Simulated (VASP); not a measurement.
# ZnO (P6_3mc) in VASP: vibrations by perturbation theory with PBE

Aim: the vibrations by perturbation theory of ZnO with PBE.

Program: VASP 6.6.1. These are calculated values, not measurements. Logs are shortened: lines on timing, memory, paths and dates and some standing lists are left out, and cuts for length are marked.

## 1. The cell of the first run

The structure is hexagonal, space group P6_3mc (No. 186). The conventional cell has a = 3.279 Å, b = 3.279 Å, c = 5.293 Å, α = 90.00°, β = 90.00°, γ = 120.00°. Zn (site symmetry 3m) has 4 O at 2.00 to 2.01 Å within 2.6 Å. O (site symmetry 3m) has 4 Zn at 2.00 to 2.01 Å within 2.6 Å.

## 2. Vibrations by perturbation theory, PBE

The input, INCAR:

```
SYSTEM = ZnO
ALGO = Normal
EDIFF = 1E-8
ENCUT = 520
GGA = PE
IBRION = 8
ISIF = 2
ISMEAR = 0
LASPH = .TRUE.
LCHARG = .FALSE.
LEPSILON = .TRUE.
LREAL = .FALSE.
LWAVE = .FALSE.
NBANDS = 26
NELM = 60
NSW = 1
PREC = Accurate
SIGMA = 0.01
```

The input, KPOINTS:

```
k-points
0
G
  6 6 4
  0 0 0
```

The input, POSCAR:

```
ZnO
1.0
    3.2793874430      0.0000000000      0.0000000000
   -1.6396937215      2.8400328345      0.0000000000
    0.0000000000      0.0000000000      5.2931776513
Zn O
2 2
Direct
    0.6666666667      0.3333333333      0.5006021986
    0.3333333333      0.6666666667      0.0006021986
    0.6666666667      0.3333333333      0.8797078014
    0.3333333333      0.6666666667      0.3797078014
```

Potentials or basis: VASP PAW PBE potentials, release 64 (Zn, O).

Started as:

```sh
$ cat potpaw_PBE.64/Zn/POTCAR potpaw_PBE.64/O/POTCAR > POTCAR
$ mpirun -np 1 vasp_std > vasp.out
```

OUTCAR:

```text
SYSTEM = ZnO
   EDIFF = 1E-8
   ENCUT = 520
   GGA = PE
   IBRION = 8
   ISIF = 2
   ISMEAR = 0
   LASPH = .TRUE.
   LEPSILON = .TRUE.
   LREAL = .FALSE.
   NELM = 60
   NSW = 1
   PREC = Accurate

 ion  position               nearest neighbor table
   1  0.667  0.333  0.501-   4 2.00   4 2.00   4 2.00   3 2.01
   2  0.333  0.667  0.001-   3 2.00   3 2.00   3 2.00   4 2.01
   3  0.667  0.333  0.880-   2 2.00   2 2.00   2 2.00   1 2.01
   4  0.333  0.667  0.380-   1 2.00   1 2.00   1 2.00   2 2.01

  LATTYP: Found a hexagonal cell.
 ALAT       =     3.2793874430
 C/A-ratio  =     1.6140751111

  Lattice vectors:

 A1 = (   3.2793874430,   0.0000000000,   0.0000000000)
 A2 = (  -1.6396937215,   2.8400328345,   0.0000000000)
 A3 = (   0.0000000000,   0.0000000000,   5.2931776513)

Analysis of symmetry for initial positions (statically):
=====================================================================
 Subroutine PRICEL returns:
 Original cell was already a primitive cell.

 Routine SETGRP: Setting up the symmetry group for a
 hexagonal supercell.

 Subroutine GETGRP returns: Found 12 space group operations
 (whereof  6 operations were pure point group operations)
 out of a pool of 24 trial point group operations.

The static configuration has the point symmetry C_3v.
 The point group associated with its full space group is C_6v.

Analysis of symmetry for dynamics (positions and initial velocities):
=====================================================================
 Subroutine PRICEL returns:
 Original cell was already a primitive cell.

 Routine SETGRP: Setting up the symmetry group for a
 hexagonal supercell.

 Subroutine GETGRP returns: Found 12 space group operations
[... 877 lines left out ...]
 ---------------------------------------------------------------------------------
 ion    1
    1     2.25114     0.00000     0.00000
    2     0.00000     2.25114     0.00000
    3    -0.00000     0.00000     2.26800
 ion    2
    1     2.25114     0.00000     0.00000
    2     0.00000     2.25114     0.00000
    3     0.00000    -0.00000     2.26800
 ion    3
    1    -2.25114    -0.00000     0.00000
    2    -0.00000    -2.25114     0.00000
    3    -0.00000     0.00000    -2.26800
 ion    4
    1    -2.25114    -0.00000     0.00000
    2     0.00000    -2.25114     0.00000
    3     0.00000     0.00000    -2.26800

 INTERNAL STRAIN TENSOR FOR ION    4 for displacements in x,y,z  (eV/Angst):
          X           Y           Z          XY          YZ          ZX
  --------------------------------------------------------------------------------
  x    -0.00000     0.00000     0.00000    -7.24175    -0.00000     3.82505
  y    -7.24175     7.24175    -0.00000     0.00000     4.13602     0.00000
  z     3.94933     3.94933    -7.77537     0.00000     0.00000     0.00000

 SECOND DERIVATIVES (NOT SYMMETRIZED)
 ------------------------------------
               1X          1Y          1Z          2X          2Y          2Z          3X          3Y          3Z          4X          4Y          4Z
  1X    -6.913023    0.000000    0.000000    0.292572   -0.000000    0.000000    0.103773    0.000000    0.000000    6.516678    0.000000    0.000000
  1Y     0.000000   -6.913023    0.000000    0.000000    0.292572    0.000000   -0.000000    0.103773    0.000000   -0.000000    6.516678    0.000000
  1Z     0.000000    0.000000  -10.627377    0.000000   -0.000000    4.706385    0.000000    0.000000    4.367075    0.000000    0.000000    1.553917
  2X     0.292572   -0.000000    0.000000   -6.913023   -0.000000   -0.000000    6.516678    0.000000    0.000000    0.103773    0.000000    0.000000
  2Y     0.000000    0.292572    0.000000    0.000000   -6.913023    0.000000    0.000000    6.516678    0.000000   -0.000000    0.103773    0.000000
  2Z    -0.000000    0.000000    4.706385   -0.000000    0.000000  -10.627377    0.000000    0.000000    1.553917    0.000000   -0.000000    4.367075
  3X     0.097762   -0.000000    0.000000    6.515777    0.000000    0.000000   -7.509116    0.000000    0.000000    0.895577    0.000000    0.000000
  3Y     0.000000    0.097762    0.000000    0.000000    6.515777    0.000000    0.000000   -7.509116    0.000000    0.000000    0.895577    0.000000
  3Z     0.000000    0.000000    4.393396    0.000000    0.000000    1.499870    0.000000   -0.000000  -10.647139    0.000000   -0.000000    4.753873
  4X     6.515777    0.000000    0.000000    0.097762    0.000000    0.000000    0.895577    0.000000    0.000000   -7.509116    0.000000   -0.000000
  4Y     0.000000    6.515777    0.000000   -0.000000    0.097762   -0.000000    0.000000    0.895577   -0.000000    0.000000   -7.509116    0.000000
  4Z     0.000000    0.000000    1.499870    0.000000   -0.000000    4.393396    0.000000    0.000000    4.753873   -0.000000    0.000000  -10.647139

 Eigenvectors and eigenvalues of the dynamical matrix
 ----------------------------------------------------

   1 f  =   15.421593 THz    96.896727 2PiTHz  514.408974 cm-1    63.778556 meV
             X         Y         Z           dx          dy          dz
      1.639694  0.946678  2.649776     0.000000    0.000000    0.083857
     -0.000000  1.893355  0.003188    -0.000000   -0.000000   -0.083857
      1.639694  0.946678  4.656450     0.000000    0.000000   -0.702117
     -0.000000  1.893355  2.009861    -0.000000   -0.000000    0.702117
[... 71 lines left out ...]
  12 f/i=    0.009891 THz     0.062148 2PiTHz    0.329936 cm-1     0.040907 meV
             X         Y         Z           dx          dy          dz
      1.639694  0.946678  2.649776     0.000000   -0.000000    0.633511
     -0.000000  1.893355  0.003188     0.000000   -0.000000    0.633511
      1.639694  0.946678  4.656450     0.000000   -0.000000    0.314108
     -0.000000  1.893355  2.009861     0.000000   -0.000000    0.314108

--------------------------------------------------------------------------------------------------------

 MACROSCOPIC STATIC DIELECTRIC TENSOR IONIC CONTRIBUTION
 ------------------------------------------------------
           5.622200     0.000000     0.000000
           0.000000     5.622200    -0.000000
           0.000000    -0.000000     6.392521
 ------------------------------------------------------

 ELASTIC MODULI CONTR FROM IONIC RELAXATION (kBar)
 Direction    XX          YY          ZZ          XY          YZ          ZX
 --------------------------------------------------------------------------------
 XX        -586.1828    241.9067    338.0635      0.0000     -0.0000     -0.0000
 YY         241.9067   -586.1828    338.0635     -0.0000     -0.0000      0.0000
 ZZ         338.0635    338.0635   -663.9263     -0.0000     -0.0000      0.0000
 XY           0.0000     -0.0000     -0.0000   -414.0448     -0.0000     -0.0000
 YZ          -0.0000      0.0000     -0.0000     -0.0000   -154.2077     -0.0000
 ZX          -0.0000      0.0000      0.0000      0.0000     -0.0000   -147.9256
 --------------------------------------------------------------------------------

 PIEZOELECTRIC TENSOR IONIC CONTR  for field in x, y, z        (C/m^2)
          XX          YY          ZZ          XY          YZ          ZX
  --------------------------------------------------------------------------------
  x    -0.00000     0.00000     0.00000    -0.00000    -0.00000    -0.85812
  y    -0.00000    -0.00000    -0.00000    -0.00000    -0.87615    -0.00000
  z    -0.98707    -0.98707     1.93851     0.00000     0.00000    -0.00000
```

It took 8.2 min on 1 thread of Intel Xeon Platinum 8259CL at 2.50GHz (Skylake/Cascade Lake), shared host; peak memory 0.38 GiB.

Results:

* Electronic dielectric tensor (diagonal): 9.04, 9.04, 8.12
* Born charges (mean of the diagonal): Zn +2.26; O -2.26 e
* Highest phonon frequency at Γ, LO-TO splitting left out: 514 cm⁻¹

Phonon frequencies in cm⁻¹ (negative: imaginary):
| q point | frequencies |
| --- | --- |
| (0.000, 0.000, 0.000) | 0 0 0 91 91 247 353 374 374 406 406 514 |

Electronic dielectric tensor:
```
9.04 0.00 0.00
0.00 9.04 0.00
0.00 0.00 8.12
```

Born effective charge tensors (e):
atom 1, Zn
```
2.25 0.00 0.00
0.00 2.25 0.00
0.00 0.00 2.27
```
atom 2, Zn
```
2.25 0.00 0.00
0.00 2.25 0.00
0.00 0.00 2.27
```
atom 3, O
```
-2.25  0.00  0.00
 0.00 -2.25  0.00
 0.00  0.00 -2.27
```
atom 4, O
```
-2.25  0.00  0.00
 0.00 -2.25  0.00
 0.00  0.00 -2.27
```

Caveat: the k points lie up to 0.37 Å⁻¹ apart.
